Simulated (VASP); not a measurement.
Write the native input for VASP 6.6.1 that does the following.

```yaml
Task: single point
Functional: PBE
Potentials_or_basis: VASP PAW PBE potentials, release 64 (Cu)
Cutoff: 520 eV
k_mesh: 19 × 19 × 10
Occupations: fermi-dirac, width 0.05 eV
Spin: no spin polarisation
Dipole_correction: no
Further_INCAR_settings: ALGO = Normal; EDIFF = 1e-06; NBANDS = 18
```

The structure of Cu lies in POSCAR:

```
Cu
1.0
    2.0348285985      0.0000000000      0.0000000000
   -1.0174142993      1.7622132587      0.0000000000
    0.0000000000      0.0000000000      3.3370528185
Cu
2
Direct
    0.3333333333      0.6666666667      0.2500000000
    0.6666666667      0.3333333333      0.7500000000
```

This isn't the form of Cu at room conditions, which is fcc.

The input as run:

INCAR

```
ALGO = Normal
EDIFF = 1E-6
ENCUT = 520
GGA = PE
ISIF = 2
ISMEAR = -1
LASPH = T
LCHARG = F
LREAL = F
LWAVE = F
NBANDS = 18
NELM = 60
PREC = Accurate
SIGMA = 0.05
```

KPOINTS

```
k-points
0
Gamma
  19 19 10
```

Potentials or basis: VASP PAW PBE potentials, release 64 (Cu).

Command:

```console
$ cat potpaw_PBE.64/Cu/POTCAR > POTCAR
$ mpirun -np 1 vasp_std > vasp.out
```

It gave:

The pressure is 542.4 GPa and the band gap on the k mesh is zero (bands 11 and 12 overlap by 9.77 eV).

Caveat: the cell stands under pressure.

It took 54 s on 1 thread of Intel Xeon 8259CL, with other jobs on the host, peak memory 0.16 GiB.
